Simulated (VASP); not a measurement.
# Be in VASP: notebook, part 2 of 2

VASP 6.6.1. The steps go on from the part before.

### 3 Single point, PBE

This run uses another cell than the first one, of 92.96 Å³/atom, 2.262 times its volume.

File INCAR:

```
PREC = Accurate
ENCUT = 520
EDIFF = 1E-6
ISMEAR = 0
SIGMA = 0.1
LREAL = F
LASPH = T
NELM = 60
ALGO = Normal
ISIF = 2
LWAVE = F
LCHARG = T
LDIPOL = T
IDIPOL = 3
DIPOL = 0.5 0.5 0.294
GGA = PE
LELF = T
LVHAR = T
LVACPOTAV = T
NBANDS = 7
```

File KPOINTS:

```
Automatic mesh
0
Gamma
  12 12 1
```

File POSCAR:

```
Be
1.0
    2.1236787991      0.0000000000      0.0000000000
   -1.0618393996      1.8391597895      0.0000000000
    0.0000000000      0.0000000000     23.8000000000
Be
1
Direct
    0.0000000000      0.0000000000      0.2941176471
```

Potentials or basis: VASP PAW PBE potentials, release 64 (Be).

Run with:

```bash
$ cat potpaw_PBE.64/Be/POTCAR > POTCAR
$ mpirun -np 1 vasp_std > vasp.out
```

OUTCAR:

```text
PREC = Accurate
   ENCUT = 520
   EDIFF = 1E-6
   ISMEAR = 0
   LREAL = F
   LASPH = T
   NELM = 60
   ISIF = 2
   GGA = PE

 ion  position               nearest neighbor table
   1  0.000  0.000  0.294-

  LATTYP: Found a hexagonal cell.
 ALAT       =     2.1236787991
 C/A-ratio  =    11.2069678381

  Lattice vectors:

 A1 = (   2.1236787991,   0.0000000000,   0.0000000000)
 A2 = (  -1.0618393996,   1.8391597895,   0.0000000000)
 A3 = (   0.0000000000,   0.0000000000,  23.8000000000)

Analysis of symmetry for initial positions (statically):
=====================================================================
 Subroutine PRICEL returns:
 Original cell was already a primitive cell.

 Routine SETGRP: Setting up the symmetry group for a
 hexagonal supercell.

 Subroutine GETGRP returns: Found 24 space group operations
 (whereof 12 operations were pure point group operations)
 out of a pool of 24 trial point group operations.

The static configuration has the point symmetry C_6v.
 The point group associated with its full space group is D_6h.

Analysis of symmetry for dynamics (positions and initial velocities):
=====================================================================
 Subroutine PRICEL returns:
 Original cell was already a primitive cell.

 Routine SETGRP: Setting up the symmetry group for a
 hexagonal supercell.

 Subroutine GETGRP returns: Found 24 space group operations
 (whereof 12 operations were pure point group operations)
 out of a pool of 24 trial point group operations.

The dynamic configuration has the point symmetry C_6v.
 The point group associated with its full space group is D_6h.

 Subroutine INISYM returns: Found 24 space group operations
 (whereof 12 operations are pure point group operations),
 and found     1 'primitive' translations

----------------------------------------------------------------------------------------

                                     Primitive cell
[... 108 lines left out ...]
   GGA     = PE    functional components
   LHFCALC =     F    Hartree Fock is set to
   AEXX    =    0.0000 exact exchange contribution
   IVDW    =     0    specifies the selected vdW correction
   LEPSILON=     F    determine dielectric tensor
   LRPA    =     F    only Hartree local field effects (RPA)
 non-spin polarized calculation
 Gauss-broadening in eV      SIGMA  =   0.10
  energy-cutoff  :      520.00
  volume of cell :       92.96
 maximum number of plane-waves:      2534
 NGX is ok and might be reduce to    16
   NGX =  7   NGY =  7   NGZ = 89

 dipolmoment           0.000000      0.000000     -0.000000 electrons x Angstroem

 number of electron       2.0000000 magnetization

 dipolmoment           0.000000      0.000000      0.000002 electrons x Angstroem

 Free energy of the ion-electron system (eV)
  ---------------------------------------------------
  ext. energy  EPLUGINS =         0.00000000
  ---------------------------------------------------
  free energy    TOTEN  =        -2.98462179 eV

  energy without entropy =       -2.98094227  energy(sigma->0) =       -2.98278203

 E-fermi :  -4.0298     XC(G=0):  -1.7128

 val. band max:       -4.0959825587   @ k =   0.1667   0.0000   0.0000
 cond. band min:      -4.0009021100   @ k =   0.4167   0.1667   0.0000
 fundamental gap:      0.0950804487
 Fermi energy:        -4.0298085014

 k-point     1 :       0.0000    0.0000    0.0000
  band No.  band energies     occupation
      1     -10.4581      2.00000
      2      -5.3027      2.00000
      3       0.1485      0.00000
      4       0.8086      0.00000
      5       1.0926      0.00000
      6       1.7794      0.00000
      7       2.0635      0.00000
[... 171 lines left out ...]
 k-point    19 :       0.3333    0.3333    0.0000
  band No.  band energies     occupation
      1      -1.3153      0.00000
      2      -1.3153      0.00000
      3       6.4503      0.00000
      4       6.6933      0.00000
      5      10.9027      0.00000
      6      10.9027      0.00000
      7      14.5224      0.00000

------------------------ aborting loop because EDIFF is reached ----------------------------------------

  FORCE on cell =-STRESS in cart. coord.  units (eV):
  Direction    XX          YY          ZZ          XY          YZ          ZX
  --------------------------------------------------------------------------------------
  -------------------------------------------------------------------------------------
  Total        0.0129666      0.0129666     -0.0004627     -0.0000000      0.0000000     -0.0000000
  in kB        0.2234873      0.2234873     -0.0079742     -0.0000000      0.0000000     -0.0000000
  external PRESSURE =       0.1463334 kB  Pullay stress =       0.0000000 kB

 VOLUME and BASIS-vectors are now :
 -----------------------------------------------------------------------------
  energy-cutoff  :      520.00
  volume of cell :       92.96
      direct lattice vectors                 reciprocal lattice vectors
     2.123678799  0.000000000  0.000000000     0.470881002  0.271863273  0.000000000
    -1.061839400  1.839159790  0.000000000     0.000000000  0.543726546  0.000000000
     0.000000000  0.000000000 23.800000000     0.000000000  0.000000000  0.042016807

 POSITION                                       TOTAL-FORCE (eV/Angst)
 -----------------------------------------------------------------------------------
      0.00000      0.00000      7.00000        -0.000000      0.000000     -0.000000
 -----------------------------------------------------------------------------------
    total drift:                                0.000000      0.000000      0.000006

  FREE ENERGIE OF THE ION-ELECTRON SYSTEM (eV)
  ---------------------------------------------------
  free  energy   TOTEN  =        -2.9846217941 eV

  energy  without entropy=       -2.9809422693  energy(sigma->0) =       -2.98278203

 vacuum level on the upper side and lower side of the slab         0.991         0.991
```

OSZICAR:

```text
N       E                     dE             d eps       ncg     rms          rms(c)
DAV:   1     0.331849559862E+01    0.33185E+01   -0.86559E+02   266   0.198E+02
DAV:   2    -0.328785243506E+01   -0.66063E+01   -0.60088E+01   350   0.279E+01
DAV:   3    -0.342177803000E+01   -0.13393E+00   -0.13252E+00   378   0.492E+00
[... 11 lines left out ...]
DAV:  15    -0.298457160885E+01   -0.48277E-04   -0.69511E-06   378   0.758E-03    0.428E-03
DAV:  16    -0.298461467035E+01   -0.43062E-04   -0.79878E-06   350   0.700E-03    0.738E-04
DAV:  17    -0.298461895864E+01   -0.42883E-05   -0.22582E-07   364   0.131E-03    0.387E-04
DAV:  18    -0.298462167031E+01   -0.27117E-05   -0.16999E-07   336   0.798E-04    0.468E-05
DAV:  19    -0.298462179409E+01   -0.12379E-06   -0.24717E-09   392   0.162E-04
   1 F= -.29846218E+01 E0= -.29827820E+01  d E =-.367952E-02
```

stdout:

```text
POSCAR found type information on POSCAR Be
 POSCAR found :  1 types and       1 ions
 scaLAPACK will be used
 LDA part: xc-table for (Slater+PW92), standard interpolation
 POSCAR, INCAR and KPOINTS ok, starting setup
 FFT: planning ... GRIDC
 FFT: planning ... GRID_SOFT
 FFT: planning ... GRID
 WAVECAR not read
 entering main loop
 -----------------------------------------------------------------------------
|                                                                             |
|           W    W    AA    RRRRR   N    N  II  N    N   GGGG   !!!           |
|           W    W   A  A   R    R  NN   N  II  NN   N  G    G  !!!           |
|           W    W  A    A  R    R  N N  N  II  N N  N  G       !!!           |
|           W WW W  AAAAAA  RRRRR   N  N N  II  N  N N  G  GGG   !            |
|           WW  WW  A    A  R   R   N   NN  II  N   NN  G    G                |
|           W    W  A    A  R    R  N    N  II  N    N   GGGG   !!!           |
|                                                                             |
|     Did not find any points to average over, which means that no vacuum     |
|     field-free region was found. Please increase the size of  your cell     |
|     in the dimension of the dipole correction to obtain accurate            |
|     workfunction values.                                                    |
|                                                                             |
 -----------------------------------------------------------------------------
```

Run time: 20 s. Hardware: 1 thread of Intel Xeon 8259CL, shared host; peak memory 0.19 GiB.

What came out:

* Free energy: -2.9846 eV
* Band gap on the k mesh: zero (band 1 reaches -1.32 eV, above the bottom of band 2 at -5.30 eV)

Levels at points of the mesh, in eV from the Fermi level:
```tsv
k point	band 1	band 2	band 3	band 4
(0.00, 0.00, 0.00)	-6.43	-1.27	4.18	4.84
(0.50, 0.00, 0.00)	-0.87	5.57	8.14	11.23
```
